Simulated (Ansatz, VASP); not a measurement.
One calculation of C, two programs

INCAR

```
PREC = Accurate
ENCUT = 520
EDIFF = 1E-6
ISMEAR = 0
SIGMA = 0.05
LREAL = F
LASPH = T
NELM = 100
ALGO = Normal
ISIF = 2
LWAVE = F
LCHARG = F
GGA = PE
NBANDS = 26
```

File KPOINTS:

```
regular mesh
0
Gamma
  6 6 6
```

POSCAR

```
C
1.0
    3.5714750638      0.0000000000      0.0000000000
    0.0000000000     -3.5714750638      0.0000000000
    0.0000000000      0.0000000000     -3.5714750638
C
8
Direct
    0.5258649554     -0.0258649554     -0.0258649554
    0.0000000000      0.5000000000      0.0000000000
    0.0000000000      0.0000000000      0.5000000000
    0.5000000000      0.5000000000      0.5000000000
    0.7500000000      0.7500000000      0.7500000000
    0.2500000000      0.2500000000      0.7500000000
    0.2500000000      0.7500000000      0.2500000000
    0.7500000000      0.2500000000      0.2500000000
```

Input for Ansatz:

```yaml
crystal:
  lattice:
    - [3.5714750638, 0.0, 0.0]
    - [0.0, -3.5714750638, 0.0]
    - [0.0, 0.0, -3.5714750638]
  atoms:
    - { symbol: C, position: [0.5258649554, -0.0258649554, -0.0258649554] }
    - { symbol: C, position: [0.0, 0.5, 0.0] }
    - { symbol: C, position: [0.0, 0.0, 0.5] }
    - { symbol: C, position: [0.5, 0.5, 0.5] }
    - { symbol: C, position: [0.75, 0.75, 0.75] }
    - { symbol: C, position: [0.25, 0.25, 0.75] }
    - { symbol: C, position: [0.25, 0.75, 0.25] }
    - { symbol: C, position: [0.75, 0.25, 0.25] }
basis:
  ecutwfc: 420
kpoints:
  mp_grid: { grid: [6, 6, 6] }
hamiltonian:
  xc: pbe
scf:
  occupations: { method: gaussian, width: 0.05 }
output:
  forces: true
  stress: true
  eigenvalues: true
```

Alike in both runs: task single point; functional PBE; k mesh 6 × 6 × 6; occupations gaussian, width 0.05 eV; no spin polarisation.

|  | VASP | Ansatz |
| --- | --- | --- |
| version | VASP 6.6.1 | Ansatz 0.2.0 |
| potentials or method | VASP PAW PBE potentials, release 64 (C), cutoff 520 eV | scalar-relativistic, plane waves, PAW |
| valence electrons in the cell | 32 | 32 |

```csv
,VASP,Ansatz,Ansatz less VASP
gap on the k mesh at the Fermi level (eV),3.60,3.61,+0.007
least direct gap on the mesh (eV),3.68,3.69,+0.006
pressure (GPa),3.9,3.3,-0.65
"traceless stress, the component that is largest in VASP (GPa)",3.00,2.92,-0.083
rms of the force components (eV/Å),2.061,2.051,-0.0094
```

Atom by atom the forces differ by 0.011 eV/Å (rms over components).
